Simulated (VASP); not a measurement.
Write the native input for VASP 6.6.1 that does the following.

- Task: electric field gradients
- Functional: PBEsol
- Potentials or basis: VASP PAW PBE potentials, release 64 (Sb)
- Cutoff: 520 eV
- k mesh: 12 × 12 × 7
- Occupations: fermi-dirac, width 0.05 eV
- Spin: no spin polarisation
- Dipole correction: no
- Further INCAR settings: ALGO = Normal; EDIFF = 1e-08; NBANDS = 12

The structure of Sb lies in POSCAR:

```
Sb
1.0
    3.3690001795     -0.0168450009     -0.0168450009
   -1.6990882885      2.9260622412     -0.0061656983
   -0.0266500000     -0.0266500000      5.3300000000
Sb
2
Direct
    0.3333333333      0.6666666667      0.2500000000
    0.6666666667      0.3333333333      0.7500000000
```

This cell differs from its parent crystal: equal xy, yz and zx shear strains of -1 %.

One way to write it, as run:

INCAR

```
  ALGO = Normal
  EDIFF = 1E-8
  ENCUT = 520
  GGA = PS
  ISIF = 2
  ISMEAR = -1
  LASPH = T
  LCHARG = F
  LEFG = T
  LREAL = F
  LWAVE = F
  NBANDS = 12
  NELM = 100
  PREC = Accurate
  SIGMA = 0.05
```

KPOINTS

```
k-points
0
Gamma
  12 12 7
```

Potentials or basis: VASP PAW PBE potentials, release 64 (Sb).

Run with:

```console
$ cat potpaw_PBE.64/Sb/POTCAR > POTCAR
$ mpirun -np 1 vasp_std > vasp.out
```

It gave:

* Pressure: -0.2 GPa
* Largest force: 0.016 eV/Å
* Band gap on the k mesh: zero (bands 5 and 6 overlap by 6.90 eV)
* Largest electric field gradient by atom: Sb +21.2 V/Å²

Caveat: the cell differs from its parent crystal (equal xy, yz and zx shear strains of -1 %); without QUAD_EFG the Cq values of the log hold for a quadrupole moment of 1 mb, not for the nuclei; the PAW data sets were made with another functional, which shifts forces and pressure a little; spin-orbit coupling is left out, which moves the levels of the heavy elements.

It took 4.4 min on 1 thread of Intel Xeon 8259CL, on a shared host, peak memory 0.39 GiB.
